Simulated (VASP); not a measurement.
Input of a VASP 6.6.1 run:

File INCAR:

```
PREC = Accurate ; ENCUT = 520
EDIFF = 1E-6 ; ISMEAR = 0
SIGMA = 0.1 ; LREAL = F
LASPH = T ; NELM = 100
ALGO = Normal ; ISIF = 2
LWAVE = F ; LCHARG = T
GGA = PE ; LELF = T
LVHAR = T ; NBANDS = 10
```

Contents of KPOINTS:

```
regular mesh
0
Gamma
  24 24 24
```

The input POSCAR:

```
Re
1.0
    0.0000000000      1.9176666149      1.9176666149
    1.9176666149      0.0000000000      1.9176666149
    1.9176666149      1.9176666149      0.0000000000
Re
1
Direct
    0.5000000000      0.5000000000      0.5000000000
```

Potentials or basis: VASP PAW PBE potentials, release 64 (Re).

Command:

```bash
$ cat potpaw_PBE.64/Re/POTCAR > POTCAR
$ mpirun -np 1 vasp_std > vasp.out
```

Task: Estimate the band gap on the k mesh.

Result: Zero (an odd number of electrons rules out a gap without spin polarisation).

Task: Predict the pressure.

Result: 25.5 GPa.

Caveat: the cell stands under pressure; spin-orbit coupling is left out, which moves the levels of the heavy elements.
